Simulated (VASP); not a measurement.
# In3Se (P4/mmm) in VASP: further runs

The runs below take In3Se through single point, with PBE+D3(BJ).

All numbers are computed with VASP 6.6.1; they aren't measurements. Logs are shortened: lines on timing, memory, paths and dates and some standing lists are left out, and cuts for length are marked.

### Step 1. The cell of the first run

The structure is tetragonal, space group P4/mmm (No. 123). The conventional cell has a = 4.701 Å, b = 4.701 Å, c = 4.771 Å, α = 90.00°, β = 90.00°, γ = 90.00°. In (site symmetry 4/mmm) has 4 Se at 3.32 Å and 8 In at 3.35 Å within 4.4 Å. In (site symmetry mmm) has 8 In at 3.32 to 3.35 Å and 4 Se at 3.35 Å within 4.4 Å. Within 4.4 Å of Se (site symmetry 4/mmm) lie 12 In at 3.32 to 3.35 Å.

### Step 2. Single point, PBE+D3(BJ) (strain +0.0150 x Voigt [1, 0, 0, 0, 0, 0])

Contents of INCAR:

```
SYSTEM = In3Se
ALGO = Normal ; EDIFF = 1E-6
ENCUT = 520 ; GGA = PE
ISIF = 2 ; ISMEAR = 0
IVDW = 12 ; LASPH = .True.
LCHARG = .True. ; LELF = .True.
LREAL = .False. ; LVHAR = .True.
LWAVE = .False. ; NBANDS = 30
NELM = 80 ; PREC = Accurate
SIGMA = 0.15
```

Contents of KPOINTS:

```
k-points
0
Gamma
  10 10 10
  0 0 0
```

Contents of POSCAR:

```
In3Se
1.0
    4.7714103323      0.0000000000      0.0000000000
    0.0000000000      4.7008968791      0.0000000000
    0.0000000000      0.0000000000      4.7008968791
In Se
3 1
Direct
    0.0000000000      0.5000000000      0.5000000000
    0.5000000000      0.0000000000      0.5000000000
    0.5000000000      0.5000000000      0.0000000000
    0.0000000000      0.0000000000      0.0000000000
```

Potentials or basis: VASP PAW PBE potentials, release 64 (In_d, Se).

Command:

```console
$ cat potpaw_PBE.64/In_d/POTCAR potpaw_PBE.64/Se/POTCAR > POTCAR
$ mpirun -np 1 vasp_std > vasp.out
```

OUTCAR:

```text
SYSTEM = In3Se
   EDIFF = 1E-6
   ENCUT = 520
   GGA = PE
   ISIF = 2
   ISMEAR = 0
   IVDW = 12
   LASPH = .True.
   LREAL = .False.
   NELM = 80
   PREC = Accurate
 IVDW          = 12

 ion  position               nearest neighbor table
   1  0.000  0.500  0.500-   4 3.32   4 3.32   4 3.32   4 3.32   3 3.35   2 3.35   2 3.35   3 3.35
                             2 3.35   3 3.35   3 3.35   2 3.35
   2  0.500  0.000  0.500-   3 3.32   3 3.32   3 3.32   3 3.32   4 3.35   1 3.35   4 3.35   1 3.35
                             1 3.35   4 3.35   4 3.35   1 3.35
   3  0.500  0.500  0.000-   2 3.32   2 3.32   2 3.32   2 3.32   1 3.35   4 3.35   4 3.35   1 3.35
                             1 3.35   4 3.35   1 3.35   4 3.35
   4  0.000  0.000  0.000-   1 3.32   1 3.32   1 3.32   1 3.32   2 3.35   3 3.35   3 3.35   2 3.35
                             2 3.35   3 3.35   2 3.35   3 3.35

  LATTYP: Found a simple tetragonal cell.
 ALAT       =     4.7008968791
 C/A-ratio  =     1.0150000000

  Lattice vectors:

 A1 = (   0.0000000000,   4.7008968791,   0.0000000000)
 A2 = (   0.0000000000,   0.0000000000,   4.7008968791)
 A3 = (   4.7714103323,   0.0000000000,   0.0000000000)

Analysis of symmetry for initial positions (statically):
=====================================================================
 Subroutine PRICEL returns:
 Original cell was already a primitive cell.

 Routine SETGRP: Setting up the symmetry group for a
 simple tetragonal supercell.

 Subroutine GETGRP returns: Found 16 space group operations
 (whereof 16 operations were pure point group operations)
 out of a pool of 16 trial point group operations.

The static configuration has the point symmetry D_4h.

Analysis of symmetry for dynamics (positions and initial velocities):
=====================================================================
 Subroutine PRICEL returns:
 Original cell was already a primitive cell.

 Routine SETGRP: Setting up the symmetry group for a
 simple tetragonal supercell.

 Subroutine GETGRP returns: Found 16 space group operations
 (whereof 16 operations were pure point group operations)
 out of a pool of 16 trial point group operations.

The dynamic configuration has the point symmetry D_4h.

 Subroutine INISYM returns: Found 16 space group operations
 (whereof 16 operations are pure point group operations),
 and found     1 'primitive' translations

----------------------------------------------------------------------------------------

                                     Primitive cell

  volume of cell :     105.4407

  direct lattice vectors                    reciprocal lattice vectors
     4.771410332  0.000000000  0.000000000     0.209581639  0.000000000  0.000000000
     0.000000000  4.700896879  0.000000000     0.000000000  0.212725364  0.000000000
     0.000000000  0.000000000  4.700896879     0.000000000  0.000000000  0.212725364

  length of vectors
     4.771410332  4.700896879  4.700896879     0.209581639  0.212725364  0.212725364

  position of ions in fractional coordinates (direct lattice)
     0.000000000  0.500000000  0.500000000
     0.500000000  0.000000000  0.500000000
     0.500000000  0.500000000  0.000000000
     0.000000000  0.000000000  0.000000000

  ion indices of the primitive-cell ions
   primitive index   ion index
                 1           1
                 2           2
                 3           3
                 4           4

----------------------------------------------------------------------------------------

 KPOINTS: k-points

Automatic generation of k-mesh.
 Grid dimensions read from file:
 generate k-points for:   10   10   10

 Generating k-lattice:

  Cartesian coordinates                     Fractional coordinates (reciprocal lattice)
     0.020958164  0.000000000  0.000000000     0.100000000  0.000000000  0.000000000
     0.000000000  0.021272536  0.000000000     0.000000000  0.100000000  0.000000000
     0.000000000  0.000000000  0.021272536     0.000000000  0.000000000  0.100000000

  Length of vectors
     0.020958164  0.021272536  0.021272536

  Shift w.r.t. Gamma in fractional coordinates (k-lattice)
     0.000000000  0.000000000  0.000000000

 Subroutine IBZKPT returns following result:
 ===========================================

 Found    126 irreducible k-points:

 Following reciprocal coordinates:
            Coordinates               Weight
  0.000000  0.000000  0.000000      1.000000
  0.100000  0.000000  0.000000      2.000000
  0.200000  0.000000  0.000000      2.000000
  0.300000  0.000000  0.000000      2.000000
  0.400000  0.000000  0.000000      2.000000
  0.500000  0.000000  0.000000      1.000000
[... 16 lines left out ...]
  0.400000  0.300000  0.000000      8.000000
  0.500000  0.300000  0.000000      4.000000
 [... further k-points ...]
   k-points           NKPTS =    126   k-points in BZ     NKDIM =    126   number of bands    NBANDS=     30
   number of dos      NEDOS =    301   number of ions     NIONS =      4
   total plane-waves  NPLWV =  46656
   dimension x,y,z NGX =    36 NGY =   36 NGZ =   36
   dimension x,y,z NGXF=    72 NGYF=   72 NGZF=   72
   ions per type =               3   1
   NGX,Y,Z   is equivalent  to a cutoff of  12.54, 12.73, 12.73 a.u.
   NGXF,Y,Z  is equivalent  to a cutoff of  25.09, 25.46, 25.46 a.u.
 SYSTEM =  In3Se
   PREC   = accura    normal or accurate (medium, high low for compatibility)
   ISTART =      0    job   : 0-new  1-cont  2-samecut
   ICHARG =      2    charge: 1-file 2-atom 10-const
   ISPIN  =      1    spin polarized calculation?
   LNONCOLLINEAR =      F non collinear calculations
   LSORBIT =      F    spin-orbit coupling
   LASPH  =      T    aspherical Exc in radial PAW
   ENCUT  =  520.0 eV  38.22 Ry    6.18 a.u.   8.87  8.74  8.74*2*pi/ulx,y,z
   NELM   =     80;   NELMIN=  2; NELMDL= -5     # of ELM steps
   EDIFF  = 0.1E-05   stopping-criterion for ELM
   LREAL  =      F    real-space projection
   EDIFFG = 0.1E-04   stopping-criterion for IOM
   NSW    =      0    number of steps for IOM
   IBRION =     -1    ionic relax: 0-MD 1-quasi-New 2-CG
   NFREE  =      0    steps in history (QN), initial steepest desc. (CG)
   ISIF   =      2    stress and relaxation
   ISYM   =      2    0-nonsym 1-usesym 2-fastsym
   POTIM  = 0.5000    time-step for ionic-motion
   TEBEG  =    0.0;   TEEND  =   0.0 temperature during run
   PSTRESS=    0.0 pullay stress
   NELECT =      45.0000    total number of electrons
   NUPDOWN=      -1.0000    fix difference up-down
   EMIN   =  10.00;   EMAX   =-10.00  energy-range for DOS
   EFERMI =   0.00;   METHOD = LEGACY
   ISMEAR =     0;   SIGMA  =   0.15  broadening in eV -4-tet -1-fermi 0-gaus
   EFERMI_NEDOS =   21; number of points for ismear=-14 and -15
   IALGO  =     38    algorithm
   IMIX   =      4    mixing-type and parameters
     AMIX     =   0.40;   BMIX     =  1.00
     AMIX_MAG =   1.60;   BMIX_MAG =  1.00
  volume/ion in A,a.u.               =      26.36       177.89
  Fermi-wavevector in a.u.,A,eV,Ry     =   1.232564  2.329209 20.670173  1.519215
  Thomas-Fermi vector in A             =   2.367329
   LORBIT       =      0    0 simple, 1 ext, 2 COOP (PROOUT), +10 PAW based schemes
   GGA     = PE    functional components
   LHFCALC =     F    Hartree Fock is set to
   AEXX    =    0.0000 exact exchange contribution
   IVDW    =    12    specifies the selected vdW correction
   LEPSILON=     F    determine dielectric tensor
   LRPA    =     F    only Hartree local field effects (RPA)
 non-spin polarized calculation
 Gauss-broadening in eV      SIGMA  =   0.15
  energy-cutoff  :      520.00
  volume of cell :      105.44
 maximum number of plane-waves:      2872
 NGX is ok and might be reduce to    36
   NGX = 17   NGY = 17   NGZ = 17

 number of electron      45.0000029 magnetization

 Free energy of the ion-electron system (eV)
  ---------------------------------------------------
  ext. energy  EPLUGINS =         0.00000000
  ---------------------------------------------------
  free energy    TOTEN  =       -11.67008757 eV

  energy without entropy =      -11.65127769  energy(sigma->0) =      -11.66068263

 E-fermi :   6.4561     XC(G=0):  -9.9729

 val. band max:        6.4551906381   @ k =   0.4000   0.5000   0.1000
 cond. band min:       6.4605947252   @ k =   0.5000   0.4000   0.1000
 fundamental gap:      0.0054040871
 Fermi energy:         6.4561342346

 k-point     1 :       0.0000    0.0000    0.0000
  band No.  band energies     occupation
      1      -8.3696      2.00000
      2      -8.3639      2.00000
      3      -8.3497      2.00000
      4      -8.3497      2.00000
      5      -8.2281      2.00000
      6      -8.2142      2.00000
[... 22 lines left out ...]
     29      11.8840      0.00000
     30      13.3964      0.00000

 k-point     2 :       0.1000    0.0000    0.0000
  band No.  band energies     occupation
      1      -8.3622      2.00000
      2      -8.3599      2.00000
      3      -8.3399      2.00000
      4      -8.3399      2.00000
      5      -8.2268      2.00000
      6      -8.2075      2.00000
[... 22 lines left out ...]
     29      12.1641      0.00000
     30      13.5898      0.00000

 k-point     3 :       0.2000    0.0000    0.0000
  band No.  band energies     occupation
      1      -8.3578      2.00000
      2      -8.3325      2.00000
      3      -8.3110      2.00000
      4      -8.3110      2.00000
      5      -8.2234      2.00000
      6      -8.1886      2.00000
[... 22 lines left out ...]
     29      12.8148      0.00000
     30      13.7134      0.00000

 k-point     4 :       0.3000    0.0000    0.0000
  band No.  band energies     occupation
      1      -8.3522      2.00000
      2      -8.2928      2.00000
      3      -8.2659      2.00000
      4      -8.2659      2.00000
      5      -8.2183      2.00000
      6      -8.1607      2.00000
[... 616 lines left out ...]
     29      10.7787      0.00000
     30      11.1916      0.00000

 k-point    23 :       0.4000    0.3000    0.0000
  band No.  band energies     occupation
      1      -8.2693      2.00000
      2      -8.2525      2.00000
      3      -8.2012      2.00000
      4      -8.1904      2.00000
      5      -8.1727      2.00000
      6      -8.1424      2.00000
[... 22 lines left out ...]
     29      10.7852      0.00000
     30      11.7054      0.00000

 k-point    24 :       0.5000    0.3000    0.0000
  band No.  band energies     occupation
      1      -8.2653      2.00000
      2      -8.2289      2.00000
      3      -8.2215      2.00000
      4      -8.1695      2.00000
      5      -8.1570      2.00000
      6      -8.1390      2.00000
[... 22 lines left out ...]
     29      10.7066      0.00000
     30      12.9073      0.00000

 [... further k-points ...]

------------------------ aborting loop because EDIFF is reached ----------------------------------------

 Edisp (eV)   -1.33964

 E8    (eV) :    -0.6404

  FORCE on cell =-STRESS in cart. coord.  units (eV):
  Direction    XX          YY          ZZ          XY          YZ          ZX
  --------------------------------------------------------------------------------------
  -------------------------------------------------------------------------------------
  Total      -0.37447    -0.36257    -0.36257     0.00000     0.00000     0.00000
  in kB      -5.69013    -5.50925    -5.50925     0.00000     0.00000     0.00000
  external pressure =       -5.57 kB  Pullay stress =        0.00 kB

 VOLUME and BASIS-vectors are now :
 -----------------------------------------------------------------------------
  energy-cutoff  :      520.00
  volume of cell :      105.44
      direct lattice vectors                 reciprocal lattice vectors
     4.771410332  0.000000000  0.000000000     0.209581639  0.000000000  0.000000000
     0.000000000  4.700896879  0.000000000     0.000000000  0.212725364  0.000000000
     0.000000000  0.000000000  4.700896879     0.000000000  0.000000000  0.212725364

 POSITION                                       TOTAL-FORCE (eV/Angst)
 -----------------------------------------------------------------------------------
      0.00000      2.35045      2.35045         0.000000      0.000000      0.000000
      2.38571      0.00000      2.35045         0.000000      0.000000      0.000000
      2.38571      2.35045      0.00000         0.000000      0.000000      0.000000
      0.00000      0.00000      0.00000         0.000000      0.000000      0.000000
 -----------------------------------------------------------------------------------
    total drift:                                0.000000      0.000000      0.000000

  FREE ENERGIE OF THE ION-ELECTRON SYSTEM (eV)
  ---------------------------------------------------
  free  energy   TOTEN  =       -13.0097290140 eV

  energy  without entropy=      -12.9909191334  energy(sigma->0) =      -13.00032407
```

It took 8.2 min on 1 thread of Intel Xeon 8259CL, shared host; peak memory 0.45 GiB.

What came out:

```yaml
Free_energy: -13.0097 eV
Pressure: -0.6 GPa
Band_gap_on_the_k_mesh: zero (an odd number of electrons rules out a gap without spin polarisation)
Dispersion_energy_per_atom: -0.335 eV
```

Levels at points of the mesh, in eV from the Fermi level:
| k point | band 19 | band 20 | band 21 | band 22 | band 23 | band 24 | band 25 | band 26 |
| --- | --- | --- | --- | --- | --- | --- | --- | --- |
| (0.00, 0.00, 0.00) | -3.40 | -3.40 | -2.19 | -2.02 | 1.16 | 1.20 | 1.20 | 4.32 |
| (0.50, 0.00, 0.00) | -2.57 | -2.57 | -1.43 | -1.04 | -0.13 | -0.13 | 1.43 | 3.87 |
| (0.00, 0.50, 0.00) | -2.61 | -2.53 | -1.54 | -1.05 | -0.21 | -0.06 | 1.34 | 3.89 |
| (0.50, 0.50, 0.00) | -5.85 | -2.03 | -0.84 | -0.60 | -0.55 | 1.60 | 1.83 | 1.83 |
| (0.00, 0.50, 0.50) | -5.80 | -2.07 | -0.96 | -0.70 | -0.70 | 1.39 | 1.73 | 1.73 |
| (0.50, 0.50, 0.50) | -4.37 | -4.35 | -4.35 | -4.34 | -3.35 | 3.06 | 3.25 | 3.25 |

Caveat: the cell differs from its parent crystal (strain +0.0150 x Voigt [1, 0, 0, 0, 0, 0]); spin-orbit coupling is left out, which moves the levels of the heavy elements.

### Step 3. Single point, PBE+D3(BJ) (strain +0.0300 x Voigt [1, 0, 0, 0, 0, 0])

Contents of INCAR:

```
PREC     = Accurate       # precision mode
ENCUT    = 520            # plane-wave cutoff, eV
EDIFF    = 1E-6           # SCF threshold, eV
ISMEAR   = 0              # smearing method
SIGMA    = 0.15           # smearing width, eV
LREAL    = F              # projectors in reciprocal space
LASPH    = T              # aspherical terms in the spheres
NELM     = 80             # most SCF steps
ALGO     = Normal         # electronic algorithm
ISIF     = 2              # what is computed and relaxed
LWAVE    = F              # write WAVECAR
LCHARG   = F              # write CHGCAR
GGA      = PE             # functional
IVDW     = 12             # dispersion correction
NBANDS   = 30             # bands
```

Contents of KPOINTS:

```
regular mesh
0
Gamma
  10 10 10
```

Edit POSCAR of step 2 so:

```diff
@@ -2,3 +2,3 @@
 1.0
-    4.7714103323      0.0000000000      0.0000000000
+    4.8419237855      0.0000000000      0.0000000000
     0.0000000000      4.7008968791      0.0000000000
```

Potentials or basis: VASP PAW PBE potentials, release 64 (In_d, Se).

Command:

```console
$ cat potpaw_PBE.64/In_d/POTCAR potpaw_PBE.64/Se/POTCAR > POTCAR
$ mpirun -np 1 vasp_std > vasp.out
```

Wall time 6.8 min (1 thread of Intel Xeon 8259CL, shared host); peak memory 0.45 GiB.

It converged, with:

```
Free energy                : -13.0020 eV
Pressure                   : -1.1 GPa
Band gap on the k mesh     : zero (an odd number of electrons rules out a gap without spin polarisation)
Dispersion energy per atom : -0.330 eV
```

Stress tensor (GPa, compression positive):
```
-1.16  0.00  0.00
 0.00 -1.05  0.00
 0.00  0.00 -1.05
```

Levels at points of the mesh, in eV from the Fermi level:
```
           k point  band 18  band 19  band 20  band 21  band 22  band 23  band 24  band 25  band 26  band 27
(0.00, 0.00, 0.00)    -3.49    -3.31    -3.31    -2.30    -1.97     1.13     1.19     1.19     4.27     4.35
(0.50, 0.00, 0.00)    -4.92    -2.53    -2.53    -1.42    -1.01    -0.10    -0.10     1.51     3.73     4.04
(0.00, 0.50, 0.00)    -4.99    -2.59    -2.45    -1.67    -1.00    -0.26     0.04     1.34     3.80     3.83
(0.50, 0.50, 0.00)    -6.03    -5.82    -1.98    -0.78    -0.60    -0.51     1.63     1.87     1.87     2.00
(0.00, 0.50, 0.50)    -5.94    -5.70    -2.05    -1.01    -0.79    -0.79     1.22     1.68     1.68     1.82
(0.50, 0.50, 0.50)    -4.33    -4.33    -4.32    -4.32    -4.28    -3.29     2.89     3.25     3.25     7.94
```

Caveat: the cell differs from its parent crystal (strain +0.0300 x Voigt [1, 0, 0, 0, 0, 0]); spin-orbit coupling is left out, which moves the levels of the heavy elements.

(Continued in part 2 of 2.)

The gap in the log of VASP goes by the Fermi energy; the results here count the filled bands.